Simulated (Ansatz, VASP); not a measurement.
## GaN in VASP and in Ansatz

The input INCAR:

```
SYSTEM = GaN
PREC = Accurate
ENCUT = 520
EDIFF = 1E-8
ISMEAR = -1
SIGMA = 0.02
LREAL = .FALSE.
LASPH = .TRUE.
NELM = 60
ALGO = Normal
ISIF = 2
LWAVE = .FALSE.
LCHARG = .FALSE.
GGA = PS
LEFG = .TRUE.
NBANDS = 16
```

File KPOINTS:

```
regular mesh
0
G
  10 10 10
  0 0 0
```

Contents of POSCAR:

```
GaN
1.0
    0.0000000000      2.0187201121      2.0187201121
    2.0187201121      0.0000000000      2.0187201121
    2.0187201121      2.0187201121      0.0000000000
Ga N
1 1
Direct
    0.5000000000      0.5000000000      0.5000000000
    0.0000000000      0.0000000000      0.0000000000
```

Input for Ansatz:

```yaml
crystal:
  lattice:
    - [0.0, 2.0187201121, 2.0187201121]
    - [2.0187201121, 0.0, 2.0187201121]
    - [2.0187201121, 2.0187201121, 0.0]
  atoms:
    - { symbol: Ga, position: [0.5, 0.5, 0.5] }
    - { symbol: "N", position: [0.0, 0.0, 0.0] }
kpoints:
  mp_grid: { grid: [10, 10, 10] }
scf:
  occupations: { method: fermi_dirac, width: 0.02 }
hamiltonian:
  xc: pbesol
  pseudopotentials: { kind: all_electron, datasets: crystal }
output:
  forces: true
  stress: true
  eigenvalues: true
  efg: { contact_densities: true }
```

Change from the starting cell: volume scaled by 1.04, crystal datasets.

Alike in both runs: task electric field gradients; functional PBEsol; k mesh 10 × 10 × 10; occupations fermi-dirac, width 0.02 eV; no spin polarisation.

|  | VASP | Ansatz |
| --- | --- | --- |
| version | VASP 6.6.1 | Ansatz 0.2.0 |
| potentials or method | VASP PAW PBE potentials, release 64 (Ga_d, N), cutoff 520 eV | all-electron PAW with datasets made for the crystal, scalar-relativistic |

Ansatz gave:

| Item | Value |
| --- | --- |
| gap on the k mesh at the Fermi level (eV) | 1.46 |
| pressure (GPa) | 41.6 |

Estimate VASP's values.

gap on the k mesh at the Fermi level (eV): 1.45; pressure (GPa): 42.2.

VASP's potentials were made for PBE, not for PBEsol. Both programs put the cell under a high pressure, so it lies far from rest at this level. Ansatz ran all-electron here, and VASP with PAW potentials.
